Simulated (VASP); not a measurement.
Here is a VASP 6.6.1 calculation.

File POSCAR:

```
Na3TeH
1.0
    4.7600275683      0.0000000000      0.0000000000
    0.0000000000      4.7600275683      0.0000000000
    0.0000000000      0.0000000000      4.7600275683
Na Te H
3 1 1
Direct
    0.5000000000      0.0000000000      0.0000000000
    0.0000000000      0.5000000000      0.0000000000
    0.0000000000      0.0000000000      0.5000000000
    0.5000000000      0.5000000000      0.5000000000
    0.0000000000      0.0000000000      0.0000000000
```

Contents of INCAR.step1:

```
PREC = Accurate
ENCUT = 520
ISMEAR = 0
SIGMA = 0.02
LREAL = F
LASPH = T
NELM = 60
NBANDS = 22
GGA = PE
ALGO = Normal
EDIFF = 1E-4
LWAVE = T
LCHARG = F
```

Contents of INCAR.step2:

```
PREC = Accurate
ENCUT = 520
EDIFF = 1E-7
ISMEAR = 0
SIGMA = 0.02
LREAL = F
LASPH = T
NELM = 60
ALGO = Normal
ISIF = 2
LWAVE = F
LCHARG = F
METAGGA = R2SCAN
LMIXTAU = T
NBANDS = 22
ISTART = 1
```

The input KPOINTS:

```
regular mesh
0
Gamma
  6 6 6
```

Potentials or basis: VASP PAW PBE potentials, release 64 (Na_pv, Te, H).

Command:

```bash
$ cat potpaw_PBE.64/Na_pv/POTCAR potpaw_PBE.64/Te/POTCAR potpaw_PBE.64/H/POTCAR > POTCAR
$ cp INCAR.step1 INCAR
$ mpirun -np 1 vasp_std > vasp.out
$ cp INCAR.step2 INCAR
$ mpirun -np 1 vasp_std > vasp.out
```

**Question.** Estimate the band gap on the k mesh.

**Answer.** 3.33 eV (least direct gap 3.50 eV).

**Question.** Estimate the pressure.

**Answer.** -0.8 GPa.

Caveat: the PAW data sets were made with another functional, which shifts forces and pressure a little; spin-orbit coupling is left out, which moves the levels of the heavy elements. A k mesh can miss the band edges.
